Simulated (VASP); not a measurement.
A run of VASP 6.6.1:

File INCAR:

```
PREC = Accurate
ENCUT = 600
EDIFF = 1E-6
ISMEAR = 0
SIGMA = 0.1
LREAL = False
LASPH = True
NELM = 80
ALGO = Normal
ISIF = 3
LWAVE = False
LCHARG = False
GGA = PE
IBRION = 2
NSW = 80
EDIFFG = -0.05
```

Contents of KPOINTS:

```
Automatic mesh
0
Gamma
  6 6 4
```

The input POSCAR:

```
CuI2
1.0
    4.0424216829      0.0000000000      0.0000000000
   -2.0212108414      3.5008398702      0.0000000000
    0.0000000000      0.0000000000      5.1388201285
Cu I
1 2
Direct
    0.0000000000      0.0000000000      0.0000000000
    0.3333333333      0.6666666667      0.2727590226
    0.6666666667      0.3333333333      0.7272409774
```

Potentials or basis: VASP PAW PBE potentials, release 64 (Cu, I).

Launch:

```console
$ cat potpaw_PBE.64/Cu/POTCAR potpaw_PBE.64/I/POTCAR > POTCAR
$ mpirun -np 1 vasp_std > vasp.out
```

Hardware: 1 thread of Intel(R) Xeon(R) Platinum 8488C (Sapphire Rapids), on a shared host.

Task: How long does it take, and how much memory?

Result: Wall time 6.8 min on 1 thread of Intel(R) Xeon(R) Platinum 8488C (Sapphire Rapids), on a shared host, peak memory 0.22 GiB. Counts: scf iterations 181, k points 24, ion steps 19.
